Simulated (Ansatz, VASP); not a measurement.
# Two plane-wave programs on AlCu

```
Al Cu
1.0
     2.94823    0.00000    0.00000
     0.00000    2.94823    0.00000
     0.00000    0.00000    2.94823
Al Cu
1 1
Direct
  0.00000 0.00000 0.00000
  0.50000 0.50000 0.50000
```

Alike in both runs: task single point; functional PBEsol; k mesh 14 × 14 × 14; occupations gaussian, width 0.1 eV; no spin polarisation.

```csv
,VASP,Ansatz
version,VASP 6.6.1,Ansatz 0.2.0
potentials or method,"VASP PAW PBE potentials, release 64 (Al, Cu), cutoff 520 eV","scalar-relativistic, plane waves, PAW"
valence electrons in the cell,14,22
```

```csv
,VASP,Ansatz,Ansatz less VASP
gap on the k mesh at the Fermi level (eV),none,none,-
pressure (GPa),1.8,1.0,-0.76
```

VASP's potentials were made for PBE, not for PBEsol. A gap of «none» marks a metal or a gap that the smearing closes. VASP's potentials hold 14 valence electrons a cell and Ansatz's 22, so a difference there can come from the potentials and not from the codes.
